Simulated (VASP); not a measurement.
# Co2Si (P6_3/mmc) in VASP: notebook

Runs on Co2Si. Level: PBE. Tasks: single point, relaxation of cell and atoms.

All numbers are computed with VASP 6.6.1; they aren't measurements. Logs are shortened: lines on timing, memory, paths and dates and some standing lists are left out, and cuts for length are marked.

## (1) The cell of the first run

It takes space group P6_3/mmc (No. 194, hexagonal). Conventional cell: a = 3.887 Å, b = 3.887 Å, c = 4.896 Å, α = 90.00°, β = 90.00°, γ = 120.00°. Co (site symmetry -3m) has 8 Co at 2.45 to 2.56 Å and 6 Si at 2.56 Å within 3.2 Å. Within 3.0 Å of Co (site symmetry -6m2) lie 5 Si at 2.24 to 2.45 Å and 6 Co at 2.56 Å. Within 3.0 Å of Si (site symmetry -6m2) lie 11 Co at 2.24 to 2.56 Å.

## (2) Single point, PBE, collinear spin, ferromagnetic start

File INCAR:

```
PREC     = Accurate       # precision mode
ENCUT    = 520            # plane-wave cutoff, eV
EDIFF    = 1E-6           # SCF threshold, eV
ISMEAR   = 0              # smearing method
SIGMA    = 0.2            # smearing width, eV
LREAL    = F              # projectors in reciprocal space
LASPH    = T              # aspherical terms in the spheres
NELM     = 150            # most SCF steps
ALGO     = Normal         # electronic algorithm
ISIF     = 2              # what is computed and relaxed
LWAVE    = F              # write WAVECAR
LCHARG   = F              # write CHGCAR
ISPIN    = 2              # spin polarisation
MAGMOM   = 3 3 3 3 0 0    # initial moments
LORBIT   = 11             # projections on sites
LMAXMIX  = 4              # l up to which the mixer works
GGA      = PE             # functional
NBANDS   = 35             # bands
```

File KPOINTS:

```
Automatic mesh
0
Gamma
  5 5 3
```

File POSCAR:

```
Co2Si
1.0
    3.8874683443      0.0000000000      0.0000000000
   -1.9437341721      3.3666463426      0.0000000000
    0.0000000000      0.0000000000      4.8961548068
Co Si
4 2
Direct
    0.0000000000      0.0000000000      0.5000000000
    0.0000000000      0.0000000000      0.0000000000
    0.3333333333      0.6666666667      0.7500000000
    0.6666666667      0.3333333333      0.2500000000
    0.6666666667      0.3333333333      0.7500000000
    0.3333333333      0.6666666667      0.2500000000
```

Potentials or basis: VASP PAW PBE potentials, release 64 (Co, Si).

On the command line:

```console
cat potpaw_PBE.64/Co/POTCAR potpaw_PBE.64/Si/POTCAR > POTCAR
mpirun -np 1 vasp_std > vasp.out
```

OUTCAR:

```text
PREC = Accurate
   ENCUT = 520
   EDIFF = 1E-6
   ISMEAR = 0
   LREAL = F
   LASPH = T
   NELM = 150
   ISIF = 2
   ISPIN = 2
   LORBIT = 11
   GGA = PE

 ion  position               nearest neighbor table
   1  0.000  0.000  0.500-   2 2.45   2 2.45   4 2.56   5 2.56   6 2.56   3 2.56   3 2.56   6 2.56
                             4 2.56   5 2.56   4 2.56   5 2.56   3 2.56   6 2.56
   2  0.000  0.000  0.000-   1 2.45   1 2.45   4 2.56   5 2.56   6 2.56   3 2.56   3 2.56   6 2.56
                             4 2.56   5 2.56   4 2.56   5 2.56   3 2.56   6 2.56
   3  0.333  0.667  0.750-   5 2.24   5 2.24   5 2.24   6 2.45   6 2.45   1 2.56   2 2.56   2 2.56
                             1 2.56   2 2.56   1 2.56
   4  0.667  0.333  0.250-   6 2.24   6 2.24   6 2.24   5 2.45   5 2.45   1 2.56   2 2.56   1 2.56
                             2 2.56   1 2.56   2 2.56
   5  0.667  0.333  0.750-   3 2.24   3 2.24   3 2.24   4 2.45   4 2.45   1 2.56   2 2.56   1 2.56
                             2 2.56   1 2.56   2 2.56
   6  0.333  0.667  0.250-   4 2.24   4 2.24   4 2.24   3 2.45   3 2.45   1 2.56   2 2.56   2 2.56
                             1 2.56   2 2.56   1 2.56

  LATTYP: Found a hexagonal cell.
 ALAT       =     3.8874683443
 C/A-ratio  =     1.2594712994

  Lattice vectors:

 A1 = (   3.8874683443,   0.0000000000,   0.0000000000)
 A2 = (  -1.9437341721,   3.3666463426,   0.0000000000)
 A3 = (   0.0000000000,   0.0000000000,   4.8961548068)

Analysis of symmetry for initial positions (statically):
=====================================================================
 Subroutine PRICEL returns:
 Original cell was already a primitive cell.

 Routine SETGRP: Setting up the symmetry group for a
 hexagonal supercell.

 Subroutine GETGRP returns: Found 24 space group operations
 (whereof 12 operations were pure point group operations)
 out of a pool of 24 trial point group operations.

The static configuration has the point symmetry D_3d.
 The point group associated with its full space group is D_6h.

Analysis of symmetry for dynamics (positions and initial velocities):
=====================================================================
 Subroutine PRICEL returns:
 Original cell was already a primitive cell.

 Routine SETGRP: Setting up the symmetry group for a
 hexagonal supercell.

 Subroutine GETGRP returns: Found 24 space group operations
 (whereof 12 operations were pure point group operations)
 out of a pool of 24 trial point group operations.

The dynamic configuration has the point symmetry D_3d.
 The point group associated with its full space group is D_6h.

Analysis of structural, dynamic, and magnetic symmetry:
[... 148 lines left out ...]
 Free energy of the ion-electron system (eV)
  ---------------------------------------------------
  ext. energy  EPLUGINS =         0.00000000
  ---------------------------------------------------
  free energy    TOTEN  =       -41.32731557 eV

  energy without entropy =      -41.20312288  energy(sigma->0) =      -41.26521923

 E-fermi :  11.4866     XC(G=0): -13.1409

 val. band max:       11.4601118160   @ k =   0.4000  -0.0000   0.0000
 cond. band min:      11.5055570255   @ k =   0.2000   0.2000   0.0000
 fundamental gap:      0.0454452095
 Fermi energy:        11.4865505024

 spin component 1

 k-point     1 :       0.0000    0.0000    0.0000
  band No.  band energies     occupation
      1      -0.7097      1.00000
      2       3.7382      1.00000
      3       5.4941      1.00000
      4       6.8086      1.00000
      5       6.8086      1.00000
      6       8.0566      1.00000
[... 359 lines left out ...]
     33      20.6561      0.00000
     34      21.7634      0.00000
 Fermi energy:        11.4865505024

 spin component 2

 k-point     1 :       0.0000    0.0000    0.0000
  band No.  band energies     occupation
      1      -0.7097      1.00000
      2       3.7383      1.00000
      3       5.4941      1.00000
      4       6.8087      1.00000
      5       6.8087      1.00000
      6       8.0566      1.00000
[... 359 lines left out ...]
     33      20.6562      0.00000
     34      21.7635      0.00000
 [bands above 34 left out]

------------------------ aborting loop because EDIFF is reached ----------------------------------------

  FORCE on cell =-STRESS in cart. coord.  units (eV):
  Direction    XX          YY          ZZ          XY          YZ          ZX
  --------------------------------------------------------------------------------------
  -------------------------------------------------------------------------------------
  Total        0.0658342      0.0658342     -0.1408555      0.0000000      0.0000000      0.0000000
  in kB        1.6460492      1.6460492     -3.5218007      0.0000000      0.0000000      0.0000000
  external PRESSURE =      -0.0765674 kB  Pullay stress =       0.0000000 kB

 VOLUME and BASIS-vectors are now :
 -----------------------------------------------------------------------------
  energy-cutoff  :      520.00
  volume of cell :       64.08
      direct lattice vectors                 reciprocal lattice vectors
     3.887468344  0.000000000  0.000000000     0.257236821  0.148515748  0.000000000
    -1.943734172  3.366646343  0.000000000     0.000000000  0.297031496  0.000000000
     0.000000000  0.000000000  4.896154807     0.000000000  0.000000000  0.204241908

 POSITION                                       TOTAL-FORCE (eV/Angst)
 -----------------------------------------------------------------------------------
      0.00000      0.00000      2.44808        -0.000000      0.000000      0.000000
      0.00000      0.00000      0.00000        -0.000000      0.000000      0.000000
     -0.00000      2.24443      3.67212         0.000000     -0.000000      0.000000
      1.94373      1.12222      1.22404        -0.000000      0.000000      0.000000
      1.94373      1.12222      3.67212         0.000000      0.000000      0.000000
     -0.00000      2.24443      1.22404        -0.000000     -0.000000      0.000000
 -----------------------------------------------------------------------------------
    total drift:                               -0.000000      0.000000      0.000000

  FREE ENERGIE OF THE ION-ELECTRON SYSTEM (eV)
  ---------------------------------------------------
  free  energy   TOTEN  =       -41.3273155735 eV

  energy  without entropy=      -41.2031228777  energy(sigma->0) =      -41.26521923

 total charge

# of ion       s       p       d       tot
------------------------------------------
    1        0.419   0.546   7.408   8.372
    2        0.419   0.546   7.408   8.372
    3        0.480   0.592   7.549   8.621
    4        0.480   0.592   7.549   8.621
    5        0.732   0.894   0.000   1.626
    6        0.732   0.894   0.000   1.626
--------------------------------------------------
tot          3.263   4.063  29.913  37.240

 magnetization (x)

# of ion       s       p       d       tot
------------------------------------------
    1       -0.000  -0.000  -0.000  -0.000
    2       -0.000  -0.000  -0.000  -0.000
    3        0.000   0.000   0.001   0.001
    4        0.000   0.000   0.001   0.001
    5       -0.000  -0.000   0.000  -0.000
    6       -0.000  -0.000   0.000  -0.000
--------------------------------------------------
tot          0.000   0.000   0.001   0.001
```

stdout:

```text
POSCAR found type information on POSCAR CoSi
 POSCAR found :  2 types and       6 ions
 scaLAPACK will be used
 LDA part: xc-table for (Slater+PW92), standard interpolation
 POSCAR, INCAR and KPOINTS ok, starting setup
 FFT: planning ... GRIDC
 FFT: planning ... GRID_SOFT
 FFT: planning ... GRID
 WAVECAR not read
 entering main loop
```

Run time: 2.8 min. Hardware: 1 thread of Intel Xeon 8259CL, shared host; peak memory 0.21 GiB.

What came out:

| Quantity | Value |
| --- | --- |
| Free energy | -41.3273 eV |
| Pressure | 0.0 GPa |
| Band gap on the k mesh | zero (filled and empty bands overlap) |
| Net moment | 0.00 μB per cell |
| Valence electrons inside the program's atomic spheres | Co 8.37, 8.62 (each value once); Si 1.63 |

Caveat: the k points lie up to 0.43 Å⁻¹ apart, too coarse for converged energies and pressures of a metal; the moments typed at the start vanished in this run.

## (3) Single point, PBE

File INCAR:

```
SYSTEM = Co2Si
PREC = Accurate ; ENCUT = 520
EDIFF = 1E-6 ; ISMEAR = 0
SIGMA = 0.1 ; LREAL = .False.
LASPH = .True. ; NELM = 80
ALGO = Fast ; ISIF = 2
LWAVE = .False. ; LCHARG = .True.
GGA = PE ; LELF = .True.
LVHAR = .True. ; NBANDS = 31
```

File KPOINTS:

```
regular mesh
0
Gamma
  12 12 6
  0 0 0
```

POSCAR: that of step 2 with these lines changed.

```diff
@@ -2,5 +2,5 @@
 1.0
-    3.8874683443      0.0000000000      0.0000000000
-   -1.9437341721      3.3666463426      0.0000000000
-    0.0000000000      0.0000000000      4.8961548068
+    3.8882332579      0.0000000000      0.0000000000
+   -1.9441166289      3.3673087772      0.0000000000
+    0.0000000000      0.0000000000      4.8936499753
 Co Si
```

Potentials or basis: VASP PAW PBE potentials, release 64 (Co, Si).

On the command line:

```console
cat potpaw_PBE.64/Co/POTCAR potpaw_PBE.64/Si/POTCAR > POTCAR
mpirun -np 1 vasp_std > vasp.out
```

OUTCAR:

```text
SYSTEM = Co2Si
   PREC = Accurate
   ENCUT = 520
   EDIFF = 1E-6
   ISMEAR = 0
   LREAL = .False.
   LASPH = .True.
   NELM = 80
   ISIF = 2
   GGA = PE

 ion  position               nearest neighbor table
   1  0.000  0.000  0.500-   2 2.45   2 2.45   4 2.56   5 2.56   6 2.56   3 2.56   3 2.56   6 2.56
                             4 2.56   5 2.56   4 2.56   5 2.56   3 2.56   6 2.56
   2  0.000  0.000  0.000-   1 2.45   1 2.45   4 2.56   5 2.56   6 2.56   3 2.56   3 2.56   6 2.56
                             4 2.56   5 2.56   4 2.56   5 2.56   3 2.56   6 2.56
   3  0.333  0.667  0.750-   5 2.24   5 2.24   5 2.24   6 2.45   6 2.45   1 2.56   2 2.56   2 2.56
                             1 2.56   2 2.56   1 2.56
   4  0.667  0.333  0.250-   6 2.24   6 2.24   6 2.24   5 2.45   5 2.45   1 2.56   2 2.56   1 2.56
                             2 2.56   1 2.56   2 2.56
   5  0.667  0.333  0.750-   3 2.24   3 2.24   3 2.24   4 2.45   4 2.45   1 2.56   2 2.56   1 2.56
                             2 2.56   1 2.56   2 2.56
   6  0.333  0.667  0.250-   4 2.24   4 2.24   4 2.24   3 2.45   3 2.45   1 2.56   2 2.56   2 2.56
                             1 2.56   2 2.56   1 2.56

  LATTYP: Found a hexagonal cell.
 ALAT       =     3.8882332579
 C/A-ratio  =     1.2585793214

  Lattice vectors:

[... 198 lines left out ...]
  band No.  band energies     occupation
      1      -0.7100      2.00000
      2       3.7420      2.00000
      3       5.4989      2.00000
      4       6.8096      2.00000
      5       6.8096      2.00000
      6       8.0621      2.00000
[... 805 lines left out ...]
     30      17.4507      0.00000
     31      19.4452      0.00000

 [... further k-points ...]

------------------------ aborting loop because EDIFF is reached ----------------------------------------

  FORCE on cell =-STRESS in cart. coord.  units (eV):
  Direction    XX          YY          ZZ          XY          YZ          ZX
  --------------------------------------------------------------------------------------
  -------------------------------------------------------------------------------------
  Total       -0.0015872     -0.0015872     -0.0764257     -0.0000000      0.0000000      0.0000000
  in kB       -0.0396882     -0.0396882     -1.9110924     -0.0000000      0.0000000      0.0000000
  external PRESSURE =      -0.6634896 kB  Pullay stress =       0.0000000 kB

 VOLUME and BASIS-vectors are now :
 -----------------------------------------------------------------------------
  energy-cutoff  :      520.00
  volume of cell :       64.07
      direct lattice vectors                 reciprocal lattice vectors
     3.888233258  0.000000000  0.000000000     0.257186216  0.148486531  0.000000000
    -1.944116629  3.367308777  0.000000000     0.000000000  0.296973063  0.000000000
     0.000000000  0.000000000  4.893649975     0.000000000  0.000000000  0.204346450

 POSITION                                       TOTAL-FORCE (eV/Angst)
 -----------------------------------------------------------------------------------
      0.00000      0.00000      2.44682        -0.000000      0.000000      0.000000
      0.00000      0.00000      0.00000        -0.000000      0.000000      0.000000
     -0.00000      2.24487      3.67024        -0.000000      0.000000      0.000000
      1.94412      1.12244      1.22341        -0.000000      0.000000      0.000000
      1.94412      1.12244      3.67024         0.000000      0.000000      0.000000
     -0.00000      2.24487      1.22341         0.000000      0.000000      0.000000
 -----------------------------------------------------------------------------------
    total drift:                                0.000000     -0.000000      0.000000

  FREE ENERGIE OF THE ION-ELECTRON SYSTEM (eV)
  ---------------------------------------------------
  free  energy   TOTEN  =       -41.2858052837 eV

  energy  without entropy=      -41.2581437722  energy(sigma->0) =      -41.27197453
```

OSZICAR:

```text
N       E                     dE             d eps       ncg     rms          rms(c)
DAV:   1     0.301094174138E+03    0.30109E+03   -0.18731E+04  4728   0.172E+03
DAV:   2    -0.255507100333E+02   -0.32664E+03   -0.31181E+03  4712   0.358E+02
[... 11 lines left out ...]
RMM:  14    -0.412860271586E+02   -0.37129E-04   -0.58377E-04  5789   0.179E-01    0.205E-01
RMM:  15    -0.412857962316E+02    0.23093E-03   -0.47430E-04  5280   0.173E-01    0.380E-02
RMM:  16    -0.412858081451E+02   -0.11914E-04   -0.11693E-04  6562   0.568E-02    0.292E-02
RMM:  17    -0.412858104576E+02   -0.23126E-05   -0.19535E-05  6013   0.217E-02    0.295E-02
RMM:  18    -0.412858081598E+02    0.22979E-05   -0.19739E-06  3256   0.115E-02    0.230E-02
RMM:  19    -0.412858052539E+02    0.29059E-05   -0.42405E-06  4037   0.170E-02    0.707E-03
RMM:  20    -0.412858052837E+02   -0.29823E-07   -0.15298E-06  2955   0.861E-03
   1 F= -.41285805E+02 E0= -.41271975E+02  d E =-.276615E-01
```

Run time: 6.1 min. Hardware: 1 thread of Intel Xeon 8259CL, shared host; peak memory 0.26 GiB.

Results:

| Quantity | Value |
| --- | --- |
| Free energy | -41.2858 eV |
| Pressure | -0.1 GPa |
| Band gap on the k mesh | zero (bands 22 and 23 overlap by 0.79 eV) |

Caveat: the run has no spin polarisation, though such a crystal can be magnetic. Spin polarisation is off, so any magnetic state and its effect on volume and gap are missing.

## (4) Relaxation of cell and atoms, PBE, collinear spin, ferromagnetic start

This run uses another cell than the first one, of 11.37 Å³/atom.

File INCAR:

```
SYSTEM = Co2Si
PREC = Accurate
ENCUT = 600
EDIFF = 1E-7
ISMEAR = 0
SIGMA = 0.2
LREAL = .False.
LASPH = .True.
NELM = 150
ALGO = Normal
ISIF = 3
LWAVE = .False.
LCHARG = .False.
ISPIN = 2
MAGMOM = 3 3 3 3 0 0
LORBIT = 11
LMAXMIX = 4
GGA = PE
IBRION = 2
NSW = 36
EDIFFG = -0.08
```

File KPOINTS:

```
regular mesh
0
Gamma
  5 5 3
  0 0 0
```

File POSCAR:

```
Co2Si
1.0
    3.9500000000      0.0000000000      0.0000000000
   -1.9750000000      3.4208003400      0.0000000000
    0.0000000000      0.0000000000      5.0500000000
Co Si
4 2
Direct
    0.0000000000      0.0000000000      0.5000000000
    0.0000000000      0.0000000000      0.0000000000
    0.3333333300      0.6666666700      0.7500000000
    0.6666666700      0.3333333300      0.2500000000
    0.6666666700      0.3333333300      0.7500000000
    0.3333333300      0.6666666700      0.2500000000
```

On the command line:

```console
cat potpaw_PBE.64/Co/POTCAR potpaw_PBE.64/Si/POTCAR > POTCAR
mpirun -np 1 vasp_std > vasp.out
```

Run time: 9.1 min. Hardware: 1 thread of Intel Xeon 8259CL, shared host; peak memory 0.25 GiB.

It converged, with:

| Property | Result |
| --- | --- |
| Free energy | -41.3283 eV |
| Relaxed volume | 10.67 Å³/atom |
| Relaxed cell | a = 3.888 Å, b = 3.888 Å, c = 4.889 Å, α = 90.00°, β = 90.00°, γ = 120.00° |
| Space group after relaxing (to 0.1 Å) | P6_3/mmc (No. 194) |
| Energy gained by relaxing | 29.4 meV/atom |
| Ionic steps | 5 |
| Pressure after relaxing | 0.2 GPa |
| Band gap on the k mesh | zero (filled and empty bands overlap) |
| Net moment | 0.00 μB per cell |
| Valence electrons inside the program's atomic spheres | Co 8.38, 8.62 (each value once); Si 1.63 |

Step by step:
```tsv
step	energy change (eV)	largest force (eV/Å)	pressure (GPa)	volume (Å³)
1	0.0000	0.0000	-12.22	68.24
2	0.0396	0.0000	17.78	60.02
3	-0.1695	0.0000	0.04	64.14
4	-0.1695	0.0000	0.34	64.06
5	-0.1763	0.0000	0.24	64.00
```

Final structure:
```xyz
6
Lattice="3.8878 0.0000 0.0000 -1.9439 3.3670 0.0000 0.0000 0.0000 4.8889" Properties=species:S:1:pos:R:3 pbc="T T T"
Co    0.0000    0.0000    2.4444
Co    0.0000    0.0000    0.0000
Co    0.0000    2.2446    3.6667
Co    1.9439    1.1223    1.2222
Si    1.9439    1.1223    3.6667
Si    0.0000    2.2446    1.2222
```

Levels at points of the mesh, in eV from the Fermi level:
Spin up:
```csv
k point,band 19,band 20,band 21,band 22,band 23,band 24,band 25,band 26
"(0.00, 0.00, 0.00)",-0.41,-0.29,0.37,0.37,1.07,3.52,3.67,3.69
```
Spin down:
```
           k point  band 18  band 19  band 20  band 21  band 22  band 23  band 24  band 25  band 26  band 27
(0.00, 0.00, 0.00)    -0.41    -0.41    -0.29     0.37     0.37     1.07     3.52     3.67     3.69     3.69
```

Caveat: the k points lie up to 0.43 Å⁻¹ apart in the final cell, too coarse for converged energies and pressures of a metal; the moments typed at the start vanished in this run.

The gap in the log of VASP goes by the Fermi energy; the results here count the filled bands.